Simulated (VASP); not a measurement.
# Pb (Fd-3m) in VASP: further runs

The runs below take Pb through single point, with PBE.

Program: VASP 6.6.1. These are calculated values, not measurements. Logs are shortened: lines on timing, memory, paths and dates and some standing lists are left out, and cuts for length are marked.

### 1 The cell of the first run

The structure is cubic, space group Fd-3m (No. 227). The conventional cell has a = 6.935 Å, b = 6.935 Å, c = 6.935 Å, α = 90.00°, β = 90.00°, γ = 90.00°. Pb (site symmetry -43m) has 4 Pb at 3.00 Å within 4.0 Å.

### 2 Single point, PBE (volume scaled by 1.025)

Input file INCAR:

```
ALGO = Normal
EDIFF = 1E-7
ENCUT = 520
GGA = PE
ISIF = 2
ISMEAR = -1
LASPH = T
LCHARG = F
LREAL = F
LWAVE = F
NBANDS = 21
NELM = 80
PREC = Accurate
SIGMA = 0.05
```

Input file KPOINTS:

```
k-points
0
Gamma
  8 8 8
```

Input file POSCAR:

```
Pb
1.0
    0.0000000000      3.4674228325      3.4674228325
    3.4674228325      0.0000000000      3.4674228325
    3.4674228325      3.4674228325      0.0000000000
Pb
2
Direct
    0.0000000000      0.0000000000      0.0000000000
    0.2500000000      0.2500000000      0.2500000000
```

Potentials or basis: VASP PAW PBE potentials, release 64 (Pb_d).

Run with:

```sh
cat potpaw_PBE.64/Pb_d/POTCAR > POTCAR
mpirun -np 1 vasp_std > vasp.out
```

OUTCAR:

```text
EDIFF = 1E-7
   ENCUT = 520
   GGA = PE
   ISIF = 2
   ISMEAR = -1
   LASPH = T
   LREAL = F
   NELM = 80
   PREC = Accurate

 ion  position               nearest neighbor table
   1  0.000  0.000  0.000-   2 3.00   2 3.00   2 3.00   2 3.00
   2  0.250  0.250  0.250-   1 3.00   1 3.00   1 3.00   1 3.00

  LATTYP: Found a face centered cubic cell.
 ALAT       =     6.9348456650

  Lattice vectors:

 A1 = (   0.0000000000,   3.4674228325,   3.4674228325)
 A2 = (   3.4674228325,   0.0000000000,   3.4674228325)
 A3 = (   3.4674228325,   3.4674228325,   0.0000000000)

Analysis of symmetry for initial positions (statically):
=====================================================================
 Subroutine PRICEL returns:
 Original cell was already a primitive cell.

 Routine SETGRP: Setting up the symmetry group for a
 face centered cubic supercell.

 Subroutine GETGRP returns: Found 48 space group operations
 (whereof 24 operations were pure point group operations)
 out of a pool of 48 trial point group operations.

The static configuration has the point symmetry T_d .
 The point group associated with its full space group is O_h .

Analysis of symmetry for dynamics (positions and initial velocities):
=====================================================================
 Subroutine PRICEL returns:
 Original cell was already a primitive cell.

 Routine SETGRP: Setting up the symmetry group for a
 face centered cubic supercell.

 Subroutine GETGRP returns: Found 48 space group operations
 (whereof 24 operations were pure point group operations)
 out of a pool of 48 trial point group operations.

The dynamic configuration has the point symmetry T_d .
 The point group associated with its full space group is O_h .

 Subroutine INISYM returns: Found 48 space group operations
 (whereof 24 operations are pure point group operations),
 and found     1 'primitive' translations

----------------------------------------------------------------------------------------

                                     Primitive cell

  volume of cell :      83.3778

  direct lattice vectors                    reciprocal lattice vectors
     0.000000000  3.467422833  3.467422833    -0.144199316  0.144199316  0.144199316
     3.467422833  0.000000000  3.467422833     0.144199316 -0.144199316  0.144199316
     3.467422833  3.467422833  0.000000000     0.144199316  0.144199316 -0.144199316

  length of vectors
     4.903676396  4.903676396  4.903676396     0.249760541  0.249760541  0.249760541

  position of ions in fractional coordinates (direct lattice)
     0.000000000  0.000000000  0.000000000
     0.250000000  0.250000000  0.250000000

  ion indices of the primitive-cell ions
   primitive index   ion index
                 1           1
                 2           2

----------------------------------------------------------------------------------------

 KPOINTS: k-points

Automatic generation of k-mesh.
 Grid dimensions read from file:
 generate k-points for:    8    8    8

 Generating k-lattice:

  Cartesian coordinates                     Fractional coordinates (reciprocal lattice)
    -0.018024914  0.018024914  0.018024914     0.125000000  0.000000000  0.000000000
     0.018024914 -0.018024914  0.018024914     0.000000000  0.125000000  0.000000000
     0.018024914  0.018024914 -0.018024914     0.000000000  0.000000000  0.125000000

  Length of vectors
     0.031220068  0.031220068  0.031220068

  Shift w.r.t. Gamma in fractional coordinates (k-lattice)
     0.000000000  0.000000000  0.000000000

 Subroutine IBZKPT returns following result:
 ===========================================

 Found     29 irreducible k-points:

 Following reciprocal coordinates:
            Coordinates               Weight
  0.000000  0.000000  0.000000      1.000000
  0.125000  0.000000  0.000000      8.000000
  0.250000  0.000000  0.000000      8.000000
  0.375000  0.000000  0.000000      8.000000
  0.500000  0.000000  0.000000      4.000000
  0.125000  0.125000  0.000000      6.000000
[... 16 lines left out ...]
  0.500000  0.250000  0.125000     48.000000
 -0.375000  0.250000  0.125000     24.000000
 [... further k-points ...]
   k-points           NKPTS =     29   k-points in BZ     NKDIM =     29   number of bands    NBANDS=     21
   number of dos      NEDOS =    301   number of ions     NIONS =      2
   total plane-waves  NPLWV =  46656
   dimension x,y,z NGX =    36 NGY =   36 NGZ =   36
   dimension x,y,z NGXF=    72 NGYF=   72 NGZF=   72
   ions per type =               2
   NGX,Y,Z   is equivalent  to a cutoff of  12.20, 12.20, 12.20 a.u.
   NGXF,Y,Z  is equivalent  to a cutoff of  24.41, 24.41, 24.41 a.u.
 SYSTEM =  unknown system
   PREC   = accura    normal or accurate (medium, high low for compatibility)
   ISTART =      0    job   : 0-new  1-cont  2-samecut
   ICHARG =      2    charge: 1-file 2-atom 10-const
   ISPIN  =      1    spin polarized calculation?
   LNONCOLLINEAR =      F non collinear calculations
   LSORBIT =      F    spin-orbit coupling
   LASPH  =      T    aspherical Exc in radial PAW
   ENCUT  =  520.0 eV  38.22 Ry    6.18 a.u.   9.12  9.12  9.12*2*pi/ulx,y,z
   NELM   =     80;   NELMIN=  2; NELMDL= -5     # of ELM steps
   EDIFF  = 0.1E-06   stopping-criterion for ELM
   LREAL  =      F    real-space projection
   EDIFFG = 0.1E-05   stopping-criterion for IOM
   NSW    =      0    number of steps for IOM
   IBRION =     -1    ionic relax: 0-MD 1-quasi-New 2-CG
   NFREE  =      0    steps in history (QN), initial steepest desc. (CG)
   ISIF   =      2    stress and relaxation
   ISYM   =      2    0-nonsym 1-usesym 2-fastsym
   POTIM  = 0.5000    time-step for ionic-motion
   TEBEG  =    0.0;   TEEND  =   0.0 temperature during run
   PSTRESS=    0.0 pullay stress
   NELECT =      28.0000    total number of electrons
   NUPDOWN=      -1.0000    fix difference up-down
   EMIN   =  10.00;   EMAX   =-10.00  energy-range for DOS
   EFERMI =   0.00;   METHOD = LEGACY
   ISMEAR =    -1;   SIGMA  =   0.05  broadening in eV -4-tet -1-fermi 0-gaus
   EFERMI_NEDOS =   21; number of points for ismear=-14 and -15
   IALGO  =     38    algorithm
   IMIX   =      4    mixing-type and parameters
     AMIX     =   0.40;   BMIX     =  1.00
     AMIX_MAG =   1.60;   BMIX_MAG =  1.00
  volume/ion in A,a.u.               =      41.69       281.33
  Fermi-wavevector in a.u.,A,eV,Ry     =   1.137917  2.150352 17.617583  1.294856
  Thomas-Fermi vector in A             =   2.274622
   LORBIT       =      0    0 simple, 1 ext, 2 COOP (PROOUT), +10 PAW based schemes
   GGA     = PE    functional components
   LHFCALC =     F    Hartree Fock is set to
   AEXX    =    0.0000 exact exchange contribution
   IVDW    =     0    specifies the selected vdW correction
   LEPSILON=     F    determine dielectric tensor
   LRPA    =     F    only Hartree local field effects (RPA)
 non-spin polarized calculation
  energy-cutoff  :      520.00
  volume of cell :       83.38
 maximum number of plane-waves:      2272
   NGX = 19   NGY = 19   NGZ = 19

 number of electron      27.9999989 magnetization

 Free energy of the ion-electron system (eV)
  ---------------------------------------------------
  ext. energy  EPLUGINS =         0.00000000
  ---------------------------------------------------
  free energy    TOTEN  =        -6.59037656 eV

  energy without entropy =       -6.58617813  energy(sigma->0) =       -6.58827734

 E-fermi :   4.1746     XC(G=0):  -8.3195

 val. band max:        3.8822724042   @ k =   0.1250   0.1250   0.0000
 cond. band min:       4.1897100738   @ k =  -0.1250   0.1250   0.0000
 fundamental gap:      0.3074376696
 Fermi energy:         4.1746420168

 k-point     1 :       0.0000    0.0000    0.0000
  band No.  band energies     occupation
      1     -13.0288      2.00000
      2     -13.0288      2.00000
      3     -13.0288      2.00000
      4     -12.9565      2.00000
      5     -12.9565      2.00000
      6     -12.5525      2.00000
[... 13 lines left out ...]
     20      12.0980      0.00000
     21      12.0980      0.00000

 k-point     2 :       0.1250    0.0000    0.0000
  band No.  band energies     occupation
      1     -13.0431      2.00000
      2     -13.0431      2.00000
      3     -13.0254      2.00000
      4     -12.9361      2.00000
      5     -12.9361      2.00000
      6     -12.5782      2.00000
[... 13 lines left out ...]
     20      11.4086      0.00000
     21      11.4087      0.00000

 k-point     3 :       0.2500    0.0000    0.0000
  band No.  band energies     occupation
      1     -13.0619      2.00000
      2     -13.0619      2.00000
      3     -13.0168      2.00000
      4     -12.9041      2.00000
      5     -12.9041      2.00000
      6     -12.6062      2.00000
[... 13 lines left out ...]
     20      11.2112      0.00000
     21      11.2112      0.00000

 k-point     4 :       0.3750    0.0000    0.0000
  band No.  band energies     occupation
      1     -13.0719      2.00000
      2     -13.0719      2.00000
      3     -13.0077      2.00000
      4     -12.8837      2.00000
      5     -12.8837      2.00000
      6     -12.6214      2.00000
[... 13 lines left out ...]
     20      11.7938      0.00000
     21      11.7938      0.00000

 k-point     5 :       0.5000    0.0000    0.0000
  band No.  band energies     occupation
      1     -13.0746      2.00000
      2     -13.0746      2.00000
      3     -13.0038      2.00000
      4     -12.8778      2.00000
      5     -12.8778      2.00000
      6     -12.6252      2.00000
[... 13 lines left out ...]
     20      11.9713      0.00000
     21      12.4777      0.00000
[... 382 lines left out ...]
     20      12.1769      0.00000
     21      14.2811      0.00000

 k-point    22 :       0.3750    0.2500    0.1250
  band No.  band energies     occupation
      1     -13.0808      2.00000
      2     -13.0777      2.00000
      3     -13.0017      2.00000
      4     -12.8895      2.00000
      5     -12.8388      2.00000
      6     -12.7071      2.00000
[... 13 lines left out ...]
     20      11.3832      0.00000
     21      12.1019      0.00000

 k-point    23 :       0.5000    0.2500    0.1250
  band No.  band energies     occupation
      1     -13.1035      2.00000
      2     -13.0890      2.00000
      3     -12.9640      2.00000
      4     -12.8611      2.00000
      5     -12.8146      2.00000
      6     -12.7261      2.00000
[... 13 lines left out ...]
     20      11.4879      0.00000
     21      12.5169      0.00000

 k-point    24 :      -0.3750    0.2500    0.1250
  band No.  band energies     occupation
      1     -13.1131      2.00000
      2     -13.0917      2.00000
      3     -12.9464      2.00000
      4     -12.8403      2.00000
      5     -12.8171      2.00000
      6     -12.7202      2.00000
[... 13 lines left out ...]
     20      11.9845      0.00000
     21      12.6847      0.00000

 [... further k-points ...]
[... 5 lines left out ...]
  --------------------------------------------------------------------------------------
  -------------------------------------------------------------------------------------
  Total        0.7607668      0.7607668      0.7607668      0.0000000      0.0000000      0.0000000
  in kB       14.6187995     14.6187995     14.6187995      0.0000000      0.0000000      0.0000000
  external PRESSURE =      14.6187995 kB  Pullay stress =       0.0000000 kB

 VOLUME and BASIS-vectors are now :
 -----------------------------------------------------------------------------
  energy-cutoff  :      520.00
  volume of cell :       83.38
      direct lattice vectors                 reciprocal lattice vectors
     0.000000000  3.467422833  3.467422833    -0.144199316  0.144199316  0.144199316
     3.467422833  0.000000000  3.467422833     0.144199316 -0.144199316  0.144199316
     3.467422833  3.467422833  0.000000000     0.144199316  0.144199316 -0.144199316

 POSITION                                       TOTAL-FORCE (eV/Angst)
 -----------------------------------------------------------------------------------
      0.00000      0.00000      0.00000        -0.000000     -0.000000     -0.000000
      1.73371      1.73371      1.73371         0.000000      0.000000      0.000000
 -----------------------------------------------------------------------------------
    total drift:                                0.000000      0.000000      0.000000

  FREE ENERGIE OF THE ION-ELECTRON SYSTEM (eV)
  ---------------------------------------------------
  free  energy   TOTEN  =        -6.5903765577 eV

  energy  without entropy=       -6.5861781317  energy(sigma->0) =       -6.58827734
```

Run time: 25 s. Hardware: 1 thread of AMD EPYC 9R45 (Zen 5), shared host; peak memory 0.18 GiB.

What came out:

| Quantity | Value |
| --- | --- |
| Free energy | -6.5904 eV |
| Pressure | 1.5 GPa |
| Band gap on the k mesh | zero (band 14 reaches 4.51 eV, above the bottom of band 15 at 3.40 eV) |

Levels at points of the mesh, in eV from the Fermi level:
```tsv
k point	band 12	band 13	band 14	band 15	band 16	band 17
(0.00, 0.00, 0.00)	-4.11	0.34	0.34	0.34	2.34	2.34
(0.50, 0.00, 0.00)	-7.12	-1.02	-0.77	-0.77	3.44	3.44
(0.50, 0.50, 0.00)	-8.48	-1.96	-1.96	0.82	0.82	6.97
```

Caveat: spin-orbit coupling is left out, which moves the levels of the heavy elements.

### 3 Single point, PBE (volume scaled by 1.02)

Input file INCAR:

```
PREC     = Accurate       # precision mode
ENCUT    = 520            # plane-wave cutoff, eV
EDIFF    = 1E-6           # SCF threshold, eV
ISMEAR   = -1             # smearing method
SIGMA    = 0.05           # smearing width, eV
LREAL    = F              # projectors in reciprocal space
LASPH    = T              # aspherical terms in the spheres
NELM     = 80             # most SCF steps
ALGO     = Normal         # electronic algorithm
ISIF     = 2              # what is computed and relaxed
LWAVE    = F              # write WAVECAR
LCHARG   = T              # write CHGCAR
GGA      = PE             # functional
LELF     = T              # ELF
LVHAR    = T            
NBANDS   = 21             # bands
```

Input file KPOINTS:

```
Automatic mesh
0
Gamma
  8 8 8
```

Input file POSCAR:

```
Pb
1.0
    0.0000000000      3.4617755540      3.4617755540
    3.4617755540      0.0000000000      3.4617755540
    3.4617755540      3.4617755540      0.0000000000
Pb
2
Direct
    0.0000000000      0.0000000000      0.0000000000
    0.2500000000      0.2500000000      0.2500000000
```

Potentials or basis: VASP PAW PBE potentials, release 64 (Pb_d).

Run with:

```sh
cat potpaw_PBE.64/Pb_d/POTCAR > POTCAR
mpirun -np 1 vasp_std > vasp.out
```

Wall time 25 s (1 thread of AMD EPYC 9R45 (Zen 5), shared host); peak memory 0.18 GiB.

It converged, with:

| Quantity | Value |
| --- | --- |
| Free energy | -6.5863 eV |
| Pressure | 1.6 GPa |
| Band gap on the k mesh | zero (band 14 reaches 4.56 eV, above the bottom of band 15 at 3.44 eV) |

Levels at points of the mesh, in eV from the Fermi level:
| k point | band 12 | band 13 | band 14 | band 15 | band 16 | band 17 |
| --- | --- | --- | --- | --- | --- | --- |
| (0.00, 0.00, 0.00) | -4.08 | 0.34 | 0.34 | 0.34 | 2.34 | 2.34 |
| (0.50, 0.00, 0.00) | -7.13 | -1.02 | -0.78 | -0.78 | 3.45 | 3.45 |
| (0.50, 0.50, 0.00) | -8.49 | -1.97 | -1.97 | 0.82 | 0.82 | 7.00 |

Caveat: spin-orbit coupling is left out, which moves the levels of the heavy elements.

### 4 Single point, PBE (volume scaled by 1.04)

Input file INCAR:

```
ALGO     = Normal         # electronic algorithm
EDIFF    = 1E-6           # SCF threshold, eV
ENCUT    = 520            # plane-wave cutoff, eV
GGA      = PE             # functional
ISIF     = 2              # what is computed and relaxed
ISMEAR   = -1             # smearing method
LASPH    = T              # aspherical terms in the spheres
LCHARG   = F              # write CHGCAR
LREAL    = F              # projectors in reciprocal space
LWAVE    = F              # write WAVECAR
NBANDS   = 21             # bands
NELM     = 60             # most SCF steps
PREC     = Accurate       # precision mode
SIGMA    = 0.05           # smearing width, eV
```

Input file KPOINTS:

```
k-points
0
Gamma
  8 8 8
```

Input file POSCAR:

```
Pb
1.0
    0.0000000000      3.4842552460      3.4842552460
    3.4842552460      0.0000000000      3.4842552460
    3.4842552460      3.4842552460      0.0000000000
Pb
2
Direct
    0.0000000000      0.0000000000      0.0000000000
    0.2500000000      0.2500000000      0.2500000000
```

Potentials or basis: VASP PAW PBE potentials, release 64 (Pb_d).

Run with:

```sh
cat potpaw_PBE.64/Pb_d/POTCAR > POTCAR
mpirun -np 1 vasp_std > vasp.out
```

OUTCAR:

```text
EDIFF = 1E-6
   ENCUT = 520
   GGA = PE
   ISIF = 2
   ISMEAR = -1
   LASPH = T
   LREAL = F
   NELM = 60
   PREC = Accurate

 ion  position               nearest neighbor table
   1  0.000  0.000  0.000-   2 3.02   2 3.02   2 3.02   2 3.02
   2  0.250  0.250  0.250-   1 3.02   1 3.02   1 3.02   1 3.02

  LATTYP: Found a face centered cubic cell.
 ALAT       =     6.9685104920

  Lattice vectors:

 A1 = (   0.0000000000,   3.4842552460,   3.4842552460)
[... 189 lines left out ...]
      2     -13.1292      2.00000
      3     -13.1292      2.00000
      4     -13.0592      2.00000
      5     -13.0592      2.00000
      6     -12.6699      2.00000
[... 565 lines left out ...]
     20      11.8176      0.00000
     21      12.5072      0.00000

 [... further k-points ...]
[... 5 lines left out ...]
  --------------------------------------------------------------------------------------
  -------------------------------------------------------------------------------------
  Total        0.5344683      0.5344683      0.5344683      0.0000000      0.0000000     -0.0000000
  in kB       10.1221467     10.1221467     10.1221467      0.0000000      0.0000000     -0.0000000
  external PRESSURE =      10.1221467 kB  Pullay stress =       0.0000000 kB

 VOLUME and BASIS-vectors are now :
 -----------------------------------------------------------------------------
  energy-cutoff  :      520.00
  volume of cell :       84.60
      direct lattice vectors                 reciprocal lattice vectors
     0.000000000  3.484255246  3.484255246    -0.143502690  0.143502690  0.143502690
     3.484255246  0.000000000  3.484255246     0.143502690 -0.143502690  0.143502690
     3.484255246  3.484255246  0.000000000     0.143502690  0.143502690 -0.143502690

 POSITION                                       TOTAL-FORCE (eV/Angst)
 -----------------------------------------------------------------------------------
      0.00000      0.00000      0.00000         0.000000      0.000000      0.000000
      1.74213      1.74213      1.74213        -0.000000     -0.000000     -0.000000
 -----------------------------------------------------------------------------------
    total drift:                               -0.000000      0.000000      0.000000

  FREE ENERGIE OF THE ION-ELECTRON SYSTEM (eV)
  ---------------------------------------------------
  free  energy   TOTEN  =        -6.6002333414 eV

  energy  without entropy=       -6.5959682030  energy(sigma->0) =       -6.59810077
```

stdout:

```text
POSCAR found type information on POSCAR Pb
 POSCAR found :  1 types and       2 ions
 scaLAPACK will be used
 LDA part: xc-table for (Slater+PW92), standard interpolation
 POSCAR, INCAR and KPOINTS ok, starting setup
 FFT: planning ... GRIDC
 FFT: planning ... GRID_SOFT
 FFT: planning ... GRID
 WAVECAR not read
 entering main loop
```

Run time: 31 s. Hardware: 1 thread of AMD EPYC 9R45 (Zen 5), shared host; peak memory 0.21 GiB.

What came out:

| Item | Value |
| --- | --- |
| Free energy | -6.6002 eV |
| Pressure | 1.0 GPa |
| Band gap on the k mesh | zero (band 14 reaches 4.38 eV, above the bottom of band 15 at 3.29 eV) |

Caveat: spin-orbit coupling is left out, which moves the levels of the heavy elements.

(Part 1 of 2 ends here.)
